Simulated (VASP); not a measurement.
# CuO (Cc) in VASP: further runs, part 2 of 3

VASP 6.6.1. Earlier steps stand in the parts before.

## (4) Single point, LDA+U, collinear spin, ferromagnetic start

File INCAR:

```
ALGO     = Normal         # electronic algorithm
EDIFF    = 1E-6           # SCF threshold, eV
ENCUT    = 520            # plane-wave cutoff, eV
ISIF     = 2              # what is computed and relaxed
ISMEAR   = 0              # smearing method
ISPIN    = 2              # spin polarisation
LASPH    = T              # aspherical terms in the spheres
LCHARG   = T              # write CHGCAR
LDAU     = T              # DFT+U
LDAUJ    = 0 0          
LDAUL    = 2 -1           # shell
LDAUPRINT= 1            
LDAUTYPE = 2            
LDAUU    = 8 0            # U, eV
LELF     = T              # ELF
LMAXMIX  = 4              # l up to which the mixer works
LORBIT   = 11             # projections on sites
LREAL    = F              # projectors in reciprocal space
LVHAR    = T            
LWAVE    = F              # write WAVECAR
MAGMOM   = 0.69 0.69 0.37 0.37 # initial moments
NBANDS   = 29             # bands
NELM     = 150            # most SCF steps
NUPDOWN  = 2.0            # fixed moment
PREC     = Accurate       # precision mode
SIGMA    = 0.05           # smearing width, eV
```

File KPOINTS:

```
k-points
0
Gamma
  7 7 4
```

File POSCAR:

```
CuO
1.0
    2.3446497600     -1.7133998200      0.0000000000
    2.3446497600      1.7133998200      0.0000000000
   -0.8605499100      0.0000000000      5.0594394800
Cu O
2 2
Direct
    0.0032000000      0.4968000000      0.0000000000
    0.4968000000      0.0032000000      0.5000000000
    0.5714000000      0.4056000000      0.2537000000
    0.4056000000      0.5714000000      0.7537000000
```

Potentials or basis: VASP PAW LDA potentials, release 64 (Cu, O).

Command:

```console
$ cat potpaw_LDA.64/Cu/POTCAR potpaw_LDA.64/O/POTCAR > POTCAR
$ mpirun -np 1 vasp_std > vasp.out
```

OUTCAR:

```text
EDIFF = 1E-6
   ENCUT = 520
   ISIF = 2
   ISMEAR = 0
   ISPIN = 2
   LASPH = T
   LORBIT = 11
   LREAL = F
   NELM = 150
   NUPDOWN = 2.0
   PREC = Accurate

 ion  position               nearest neighbor table
   1  0.003  0.497  0.000-   4 1.91   3 1.93   4 1.98   3 2.02
   2  0.497  0.003  0.500-   3 1.91   4 1.93   3 1.98   4 2.02
   3  0.571  0.406  0.254-   2 1.91   1 1.93   2 1.98   1 2.02
   4  0.406  0.571  0.754-   1 1.91   2 1.93   1 1.98   2 2.02

  LATTYP: Found a base centered monoclinic cell.
 ALAT       =     4.6892995200
 B/A-ratio  =     0.7307700490
 C/A-ratio  =     1.0944283419
 COS(beta)  =    -0.1676798045

  Lattice vectors:

 A1 = (   2.3446497600,  -1.7133998200,   0.0000000000)
 A2 = (   2.3446497600,   1.7133998200,   0.0000000000)
 A3 = (  -0.8605499100,   0.0000000000,   5.0594394800)

Analysis of symmetry for initial positions (statically):
=====================================================================
 Subroutine PRICEL returns:
 Original cell was already a primitive cell.

 Routine SETGRP: Setting up the symmetry group for a
 base centered monoclinic supercell.

 Subroutine GETGRP returns: Found  2 space group operations
 (whereof  1 operations were pure point group operations)
 out of a pool of  4 trial point group operations.

The static configuration has the point symmetry C_1 .
 The point group associated with its full space group is C_1h.

Analysis of symmetry for dynamics (positions and initial velocities):
=====================================================================
 Subroutine PRICEL returns:
 Original cell was already a primitive cell.

[... 232 lines left out ...]
  o =  0.9837  v =  0.0000  0.0000  0.0000  0.0000  0.0000  0.5111 -0.1829 -0.8196  0.1160  0.1415      0.0000  0.0000  0.0000  0.0000  0.0000  0.0000  0.0000  0.0000  0.0000  0.0000
  o =  0.9859  v = -0.5145  0.1636  0.8114 -0.1313 -0.1812  0.0000  0.0000  0.0000  0.0000  0.0000      0.0000  0.0000  0.0000  0.0000  0.0000  0.0000  0.0000  0.0000  0.0000  0.0000
  o =  1.0396  v =  0.0842  0.5637  0.0056  0.7768 -0.2680  0.0000  0.0000  0.0000  0.0000  0.0000      0.0000  0.0000  0.0000  0.0000  0.0000  0.0000  0.0000  0.0000  0.0000  0.0000

 number of electron      33.9999999 magnetization       2.0000016

 Free energy of the ion-electron system (eV)
  ---------------------------------------------------
  ext. energy  EPLUGINS =         0.00000000
  ---------------------------------------------------
  free energy    TOTEN  =       -18.78312910 eV

  energy without entropy =      -18.78312910  energy(sigma->0) =      -18.78312910

 E-fermi :   3.6401     XC(G=0): -12.3654

 val. band max:        4.6160067395   @ k =   0.4286   0.4286   0.0000
 cond. band min:       5.5289853425   @ k =  -0.4286   0.4286   0.0000
 fundamental gap:      0.9129786030
 Fermi energy:         4.8641131786

 spin component 1

 k-point     1 :       0.0000    0.0000    0.0000
  band No.  band energies     occupation
      1     -14.1826      1.00000
      2     -12.7260      1.00000
      3      -3.9030      1.00000
      4      -3.6739      1.00000
      5      -3.3953      1.00000
      6      -1.8712      1.00000
[... 1529 lines left out ...]
     28      22.9311      0.00000
     29      24.8558      0.00000

 [... further k-points ...]
[... 5 lines left out ...]
  --------------------------------------------------------------------------------------
  -------------------------------------------------------------------------------------
  Total       -3.7650158     -2.8145314     -3.9515051      0.0000000      0.0000000      0.4238607
  in kB     -148.3912473   -110.9296358   -155.7413854      0.0000000      0.0000000     16.7056991
  external PRESSURE =    -138.3540895 kB  Pullay stress =       0.0000000 kB

 VOLUME and BASIS-vectors are now :
 -----------------------------------------------------------------------------
  energy-cutoff  :      520.00
  volume of cell :       40.65
      direct lattice vectors                 reciprocal lattice vectors
     2.344649760 -1.713399820  0.000000000     0.213251467 -0.291817470  0.036271514
     2.344649760  1.713399820  0.000000000     0.213251467  0.291817470  0.036271514
    -0.860549910  0.000000000  5.059439480     0.000000000  0.000000000  0.197650353

 POSITION                                       TOTAL-FORCE (eV/Angst)
 -----------------------------------------------------------------------------------
      1.17232      0.84573      0.00000        -0.580443      0.222073      0.242949
      0.74205     -0.84573      2.52972        -0.580443     -0.222073      0.242949
      2.07240     -0.28408      1.28358         0.580443      0.243232     -0.242949
      1.64213      0.28408      3.81330         0.580443     -0.243232     -0.242949
 -----------------------------------------------------------------------------------
    total drift:                                0.000033      0.000000     -0.000643

  FREE ENERGIE OF THE ION-ELECTRON SYSTEM (eV)
  ---------------------------------------------------
  free  energy   TOTEN  =       -18.7831291043 eV

  energy  without entropy=      -18.7831291043  energy(sigma->0) =      -18.78312910

 total charge

# of ion       s       p       d       tot
------------------------------------------
    1        0.379   0.398   9.185   9.963
    2        0.379   0.398   9.185   9.963
    3        1.541   3.424   0.000   4.966
    4        1.541   3.424   0.000   4.966
--------------------------------------------------
tot          3.841   7.646  18.371  29.857

 magnetization (x)

# of ion       s       p       d       tot
------------------------------------------
    1       -0.001   0.005   0.706   0.710
    2       -0.001   0.005   0.706   0.710
    3        0.018   0.239   0.000   0.256
    4        0.018   0.239   0.000   0.256
--------------------------------------------------
tot          0.032   0.488   1.412   1.933
```

stdout:

```text
POSCAR found type information on POSCAR CuO
 POSCAR found :  2 types and       4 ions
 scaLAPACK will be used
 LDA part: xc-table for (Slater(with rela. corr.)+CA(PZ))
 , standard interpolation
 POSCAR, INCAR and KPOINTS ok, starting setup
 FFT: planning ... GRIDC
 FFT: planning ... GRID_SOFT
 FFT: planning ... GRID
 WAVECAR not read
 entering main loop
```

Wall time 97 s (1 thread of Intel Xeon 6975P-C (Granite Rapids), shared host); peak memory 0.22 GiB.

Results:

- Free energy: -18.7831 eV
- Pressure: -13.8 GPa
- Largest force: 0.675 eV/Å
- Net moment: 2.00 μB per cell
- Site moments: Cu +0.71; O +0.26 μB
- Valence electrons inside the program's atomic spheres: Cu 9.96; O 4.97

Forces in eV/Å, atoms in the order of the input:
```
Cu  -0.580  0.222  0.243
Cu  -0.580 -0.222  0.243
O    0.580  0.243 -0.243
O    0.580 -0.243 -0.243
```

Stress tensor (GPa, compression positive):
```
-14.84   0.00   1.67
  0.00 -11.09   0.00
  1.67   0.00 -15.57
```

Eigenvalues of the final occupation matrices:
```
    site  spin  trace               eigenvalues
site 1 d     1   4.96  0.97 0.98 0.98 0.99 1.04
site 1 d     2   4.25  0.35 0.97 0.98 0.98 0.98
site 2 d     1   4.96  0.97 0.98 0.98 0.99 1.04
site 2 d     2   4.25  0.35 0.97 0.98 0.98 0.98
```

Caveat: the total moment is fixed, so each spin has its own Fermi level. The state reached can hang on the start; a lower one may exist.

## (5) Single point, LDA+U, collinear spin, ferromagnetic start

File INCAR:

```
PREC = Accurate ; ENCUT = 520
EDIFF = 1E-7 ; ISMEAR = 0
SIGMA = 0.05 ; LREAL = F
LASPH = T ; NELM = 150
ALGO = Normal ; ISIF = 2
LWAVE = F ; LCHARG = F
ISPIN = 2 ; MAGMOM = 0.62 0.62 0.33 0.33
LORBIT = 11 ; LMAXMIX = 4
LDAU = T ; LDAUTYPE = 2
LDAUL = 2 -1 ; LDAUU = 8 0
LDAUJ = 0 0 ; LDAUPRINT = 1
GGA = CA ; NBANDS = 29
```

File KPOINTS:

```
Automatic mesh
0
Gamma
  7 7 4
```

POSCAR is that of step 4.

Potentials or basis: VASP PAW LDA potentials, release 64 (Cu, O).

Command:

```console
$ cat potpaw_LDA.64/Cu/POTCAR potpaw_LDA.64/O/POTCAR > POTCAR
$ mpirun -np 1 vasp_std > vasp.out
```

OUTCAR:

```text
PREC = Accurate
   ENCUT = 520
   EDIFF = 1E-7
   ISMEAR = 0
   LREAL = F
   LASPH = T
   NELM = 150
   ISIF = 2
   ISPIN = 2
   LORBIT = 11
   GGA = CA

 ion  position               nearest neighbor table
   1  0.003  0.497  0.000-   4 1.91   3 1.93   4 1.98   3 2.02
   2  0.497  0.003  0.500-   3 1.91   4 1.93   3 1.98   4 2.02
   3  0.571  0.406  0.254-   2 1.91   1 1.93   2 1.98   1 2.02
   4  0.406  0.571  0.754-   1 1.91   2 1.93   1 1.98   2 2.02

  LATTYP: Found a base centered monoclinic cell.
 ALAT       =     4.6892995200
 B/A-ratio  =     0.7307700490
 C/A-ratio  =     1.0944283419
 COS(beta)  =    -0.1676798045

  Lattice vectors:

 A1 = (   2.3446497600,  -1.7133998200,   0.0000000000)
 A2 = (   2.3446497600,   1.7133998200,   0.0000000000)
 A3 = (  -0.8605499100,   0.0000000000,   5.0594394800)

Analysis of symmetry for initial positions (statically):
=====================================================================
 Subroutine PRICEL returns:
 Original cell was already a primitive cell.

 Routine SETGRP: Setting up the symmetry group for a
 base centered monoclinic supercell.

 Subroutine GETGRP returns: Found  2 space group operations
 (whereof  1 operations were pure point group operations)
 out of a pool of  4 trial point group operations.

The static configuration has the point symmetry C_1 .
 The point group associated with its full space group is C_1h.

Analysis of symmetry for dynamics (positions and initial velocities):
=====================================================================
 Subroutine PRICEL returns:
 Original cell was already a primitive cell.

 Routine SETGRP: Setting up the symmetry group for a
 base centered monoclinic supercell.

 Subroutine GETGRP returns: Found  2 space group operations
 (whereof  1 operations were pure point group operations)
 out of a pool of  4 trial point group operations.

The dynamic configuration has the point symmetry C_1 .
 The point group associated with its full space group is C_1h.

Analysis of structural, dynamic, and magnetic symmetry:
=====================================================================
 Subroutine PRICEL returns:
 Original cell was already a primitive cell.

 Routine SETGRP: Setting up the symmetry group for a
 base centered monoclinic supercell.

 Subroutine GETGRP returns: Found  2 space group operations
 (whereof  1 operations were pure point group operations)
 out of a pool of  4 trial point group operations.

The overall configuration has the point symmetry C_1 .
 The point group associated with its full space group is C_1h.

 Subroutine INISYM returns: Found  2 space group operations
 (whereof  1 operations are pure point group operations),
 and found     1 'primitive' translations

[... 171 lines left out ...]
  o =  0.9859  v = -0.5145  0.1637 -0.8114  0.1312  0.1812  0.0000  0.0000  0.0000  0.0000  0.0000      0.0000  0.0000  0.0000  0.0000  0.0000  0.0000  0.0000  0.0000  0.0000  0.0000
  o =  1.0396  v = -0.0844 -0.5636  0.0056  0.7768 -0.2679  0.0000  0.0000  0.0000  0.0000  0.0000      0.0000  0.0000  0.0000  0.0000  0.0000  0.0000  0.0000  0.0000  0.0000  0.0000

atom =   2  type =  1  l = 2

 onsite density matrix

spin component  1

  0.9762  0.0017 -0.0058  0.0054 -0.0008
  0.0017  0.9989  0.0007  0.0263 -0.0087
 -0.0058  0.0007  0.9818  0.0001 -0.0010
  0.0054  0.0263  0.0001  1.0156 -0.0125
 -0.0008 -0.0087 -0.0010 -0.0125  0.9846

spin component  2

  0.9639 -0.0398 -0.0076 -0.0520  0.0186
 -0.0398  0.7834 -0.0028 -0.2724  0.0923
 -0.0076 -0.0028  0.9790 -0.0047  0.0005
 -0.0520 -0.2724 -0.0047  0.5921  0.1296
  0.0186  0.0923  0.0005  0.1296  0.9323

 occupancies and eigenvectors

  o =  0.3476  v =  0.0000  0.0000  0.0000  0.0000  0.0000  0.1098  0.5544  0.0099  0.7814 -0.2642      0.0000  0.0000  0.0000  0.0000  0.0000  0.0000  0.0000  0.0000  0.0000  0.0000
  o =  0.9669  v =  0.0000  0.0000  0.0000  0.0000  0.0000 -0.8482 -0.1003 -0.4843  0.1880 -0.0253      0.0000  0.0000  0.0000  0.0000  0.0000  0.0000  0.0000  0.0000  0.0000  0.0000
  o =  0.9720  v =  0.8495  0.0921  0.4929 -0.1638 -0.0031  0.0000  0.0000  0.0000  0.0000  0.0000      0.0000  0.0000  0.0000  0.0000  0.0000  0.0000  0.0000  0.0000  0.0000  0.0000
  o =  0.9757  v =  0.0000  0.0000  0.0000  0.0000  0.0000 -0.0238 -0.3259  0.2593  0.4901  0.7654      0.0000  0.0000  0.0000  0.0000  0.0000  0.0000  0.0000  0.0000  0.0000  0.0000
  o =  0.9768  v =  0.0000  0.0000  0.0000  0.0000  0.0000  0.0818 -0.7368  0.1621  0.3168 -0.5690      0.0000  0.0000  0.0000  0.0000  0.0000  0.0000  0.0000  0.0000  0.0000  0.0000
  o =  0.9792  v =  0.0046  0.5840 -0.3140 -0.5836 -0.4688  0.0000  0.0000  0.0000  0.0000  0.0000      0.0000  0.0000  0.0000  0.0000  0.0000  0.0000  0.0000  0.0000  0.0000  0.0000
  o =  0.9805  v =  0.0801 -0.5532 -0.0035  0.1092 -0.8219  0.0000  0.0000  0.0000  0.0000  0.0000      0.0000  0.0000  0.0000  0.0000  0.0000  0.0000  0.0000  0.0000  0.0000  0.0000
  o =  0.9837  v =  0.0000  0.0000  0.0000  0.0000  0.0000  0.5111 -0.1829 -0.8197  0.1161  0.1414      0.0000  0.0000  0.0000  0.0000  0.0000  0.0000  0.0000  0.0000  0.0000  0.0000
  o =  0.9859  v = -0.5145  0.1637  0.8114 -0.1312 -0.1812  0.0000  0.0000  0.0000  0.0000  0.0000      0.0000  0.0000  0.0000  0.0000  0.0000  0.0000  0.0000  0.0000  0.0000  0.0000
  o =  1.0396  v =  0.0844  0.5636  0.0056  0.7768 -0.2679  0.0000  0.0000  0.0000  0.0000  0.0000      0.0000  0.0000  0.0000  0.0000  0.0000  0.0000  0.0000  0.0000  0.0000  0.0000

 number of electron      33.9999999 magnetization       2.0000009

 Free energy of the ion-electron system (eV)
  ---------------------------------------------------
  ext. energy  EPLUGINS =         0.00000000
  ---------------------------------------------------
  free energy    TOTEN  =       -18.78312924 eV

  energy without entropy =      -18.78312924  energy(sigma->0) =      -18.78312924

 E-fermi :   4.8641     XC(G=0): -12.3654

 val. band max:        4.6159691248   @ k =   0.4286   0.4286   0.0000
 cond. band min:       5.5293314862   @ k =  -0.4286   0.4286   0.0000
 fundamental gap:      0.9133623614
 Fermi energy:         4.8641492791

 spin component 1

 k-point     1 :       0.0000    0.0000    0.0000
  band No.  band energies     occupation
      1     -14.1825      1.00000
      2     -12.7260      1.00000
      3      -3.9031      1.00000
      4      -3.6741      1.00000
      5      -3.3956      1.00000
      6      -1.8713      1.00000
[... 1529 lines left out ...]
     28      22.9310      0.00000
     29      24.8558      0.00000

 [... further k-points ...]
[... 5 lines left out ...]
  --------------------------------------------------------------------------------------
  -------------------------------------------------------------------------------------
  Total       -3.7658886     -2.8147725     -3.9521990      0.0000000      0.0000000      0.4254343
  in kB     -148.4256500   -110.9391392   -155.7687361      0.0000000      0.0000000     16.7677180
  external PRESSURE =    -138.3778417 kB  Pullay stress =       0.0000000 kB

 VOLUME and BASIS-vectors are now :
 -----------------------------------------------------------------------------
  energy-cutoff  :      520.00
  volume of cell :       40.65
      direct lattice vectors                 reciprocal lattice vectors
     2.344649760 -1.713399820  0.000000000     0.213251467 -0.291817470  0.036271514
     2.344649760  1.713399820  0.000000000     0.213251467  0.291817470  0.036271514
    -0.860549910  0.000000000  5.059439480     0.000000000  0.000000000  0.197650353

 POSITION                                       TOTAL-FORCE (eV/Angst)
 -----------------------------------------------------------------------------------
      1.17232      0.84573      0.00000        -0.580405      0.222066      0.242924
      0.74205     -0.84573      2.52972        -0.580405     -0.222066      0.242924
      2.07240     -0.28408      1.28358         0.580405      0.243085     -0.242924
      1.64213      0.28408      3.81330         0.580405     -0.243085     -0.242924
 -----------------------------------------------------------------------------------
    total drift:                                0.000024      0.000000     -0.000631

  FREE ENERGIE OF THE ION-ELECTRON SYSTEM (eV)
  ---------------------------------------------------
  free  energy   TOTEN  =       -18.7831292426 eV

  energy  without entropy=      -18.7831292426  energy(sigma->0) =      -18.78312924

 total charge

# of ion       s       p       d       tot
------------------------------------------
    1        0.379   0.398   9.185   9.963
    2        0.379   0.398   9.185   9.963
    3        1.541   3.424   0.000   4.966
    4        1.541   3.424   0.000   4.966
--------------------------------------------------
tot          3.841   7.646  18.371  29.857

 magnetization (x)

# of ion       s       p       d       tot
------------------------------------------
    1       -0.001   0.005   0.706   0.710
    2       -0.001   0.005   0.706   0.710
    3        0.018   0.239   0.000   0.256
    4        0.018   0.239   0.000   0.256
--------------------------------------------------
tot          0.032   0.488   1.412   1.933
```

It took 94 s on 1 thread of Intel Xeon 6975P-C (Granite Rapids), shared host; peak memory 0.22 GiB.

What came out:

```
Free energy                                           : -18.7831 eV
Pressure                                              : -13.8 GPa
Largest force                                         : 0.675 eV/Å
Band gap on the k mesh                                : 0.91 eV, indirect (least direct gap 0.94 eV)
Net moment                                            : 2.00 μB per cell
Site moments                                          : Cu +0.71; O +0.26 μB
Valence electrons inside the program's atomic spheres : Cu 9.96; O 4.97
```

Forces in eV/Å, atoms in the order of the input:
```
Cu  -0.580  0.222  0.243
Cu  -0.580 -0.222  0.243
O    0.580  0.243 -0.243
O    0.580 -0.243 -0.243
```

Levels at points of the mesh, in eV from the valence-band top:
Spin up:
| k point | band 16 | band 17 | band 18 | band 19 | band 20 | band 21 |
| --- | --- | --- | --- | --- | --- | --- |
| (0.00, 0.00, 0.00) | -1.73 | -0.53 | -0.11 | 1.91 | 6.70 | 8.39 |
| (0.00, 0.00, 0.50) | -1.69 | -0.65 | -0.65 | 4.25 | 4.25 | 11.95 |
Spin down:
| k point | band 13 | band 14 | band 15 | band 16 | band 17 | band 18 | band 19 | band 20 |
| --- | --- | --- | --- | --- | --- | --- | --- | --- |
| (0.00, 0.00, 0.00) | -2.69 | -1.76 | -1.68 | -1.22 | 1.95 | 2.18 | 2.79 | 6.84 |
| (0.00, 0.00, 0.50) | -3.15 | -3.15 | -1.24 | -1.24 | 2.24 | 2.24 | 4.52 | 4.52 |

Eigenvalues of the final occupation matrices:
```
    site  spin  trace               eigenvalues
site 1 d     1   4.96  0.97 0.98 0.98 0.99 1.04
site 1 d     2   4.25  0.35 0.97 0.98 0.98 0.98
site 2 d     1   4.96  0.97 0.98 0.98 0.99 1.04
site 2 d     2   4.25  0.35 0.97 0.98 0.98 0.98
```

[end of part 2 of 3]
